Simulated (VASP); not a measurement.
Write the native input for VASP 6.6.1 that does the following.

- Task: single point
- Functional: r2SCAN
- Potentials or basis: VASP PAW PBE potentials, release 64 (Cd, Te)
- Cutoff: 520 eV
- k mesh: 6 × 6 × 6
- Occupations: gaussian, width 0.01 eV
- Spin: no spin polarisation
- Dipole correction: no
- Further INCAR settings: ALGO = Normal; EDIFF = 1e-07; NBANDS = 16

The system is CdTe.

```
Cd Te
1.0
     0.00000    3.27996    3.27996
     3.41115    0.00000    3.27996
     3.41115    3.27996    0.00000
Cd Te
1 1
Cartesian
  0.0000 0.0000 0.0000
  1.7056 1.6400 1.6400
```

This cell differs from its parent crystal: uniaxial x strain +4.0%.

One way to write it, as run:

POSCAR

```
CdTe
1.0
    0.0000000000      3.2799551146      3.2799551146
    3.4111533192      0.0000000000      3.2799551146
    3.4111533192      3.2799551146      0.0000000000
Cd Te
1 1
Direct
    0.0000000000      0.0000000000      0.0000000000
    0.2500000000      0.2500000000      0.2500000000
```

INCAR.step1

```
SYSTEM = CdTe
PREC = Accurate
ENCUT = 520
ISMEAR = 0
SIGMA = 0.01
LREAL = .FALSE.
LASPH = .TRUE.
NELM = 60
NBANDS = 16
GGA = PE
ALGO = Normal
EDIFF = 1E-4
LWAVE = .TRUE.
LCHARG = .FALSE.
```

INCAR.step2

```
SYSTEM = CdTe
PREC = Accurate
ENCUT = 520
EDIFF = 1E-7
ISMEAR = 0
SIGMA = 0.01
LREAL = .FALSE.
LASPH = .TRUE.
NELM = 60
ALGO = Normal
ISIF = 2
LWAVE = .FALSE.
LCHARG = .TRUE.
METAGGA = R2SCAN
LMIXTAU = .TRUE.
LELF = .TRUE.
LVHAR = .TRUE.
NBANDS = 16
ISTART = 1
```

KPOINTS

```
Automatic mesh
0
G
  6 6 6
  0 0 0
```

Potentials or basis: VASP PAW PBE potentials, release 64 (Cd, Te).

The run is started by

```sh
$ cat potpaw_PBE.64/Cd/POTCAR potpaw_PBE.64/Te/POTCAR > POTCAR
$ cp INCAR.step1 INCAR
$ mpirun -np 1 vasp_std > vasp.out
$ cp INCAR.step2 INCAR
$ mpirun -np 1 vasp_std > vasp.out
```

Results of the run:

```
Pressure               : -1.4 GPa
Band gap on the k mesh : 0.98 eV, direct
```

Caveat: the cell differs from its parent crystal (uniaxial x strain +4.0%); the PAW data sets were made with another functional, which shifts forces and pressure a little; spin-orbit coupling is left out, which moves the levels of the heavy elements.

Run time: 88 s on 1 thread of Intel(R) Xeon(R) Platinum 8488C (Sapphire Rapids), on a shared host, peak memory 0.23 GiB.
